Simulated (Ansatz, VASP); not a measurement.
Si4N in VASP and in Ansatz

```
CELL_PARAMETERS angstrom
3.83334 0.00000 0.00000
0.00000 3.83334 0.00000
0.00000 0.00000 21.10348
ATOMIC_POSITIONS crystal
Si 0.00000 0.50000 0.18954
Si 0.00000 0.00000 0.25376
Si 0.50000 0.00000 0.32071
Si 0.50000 0.50000 0.38399
N 0.62500 0.62500 0.52614
```

Alike in both runs: task single point; functional PBE; dispersion D3(BJ); k mesh 7 × 7 × 1; occupations gaussian, width 0.05 eV; collinear spin.

|  | VASP | Ansatz |
| --- | --- | --- |
| version | VASP 6.6.1 | Ansatz 0.2.0 |
| potentials or method | VASP PAW PBE potentials, release 64 (Si, N), cutoff 520 eV | scalar-relativistic, plane waves, PAW |
| valence electrons in the cell | 21 | 21 |

```csv
,VASP,Ansatz,Ansatz less VASP
gap on the k mesh at the Fermi level (eV),none,none,-
rms of the force components (eV/Å),0.161,0.161,+0.0005
net moment per atom (μB),0.53,0.53,0.000
size of the moment on the site where the two differ most (μB),1.84,2.61,+0.772
"work function, face that differs most (eV)",5.32,5.31,-0.001
```

Site moments also hang on the region over which each program counts them. Atom by atom the forces differ by 0.002 eV/Å (rms over components). A gap of «none» marks a metal or a gap that the smearing closes. Ansatz's warnings: stability check not made.
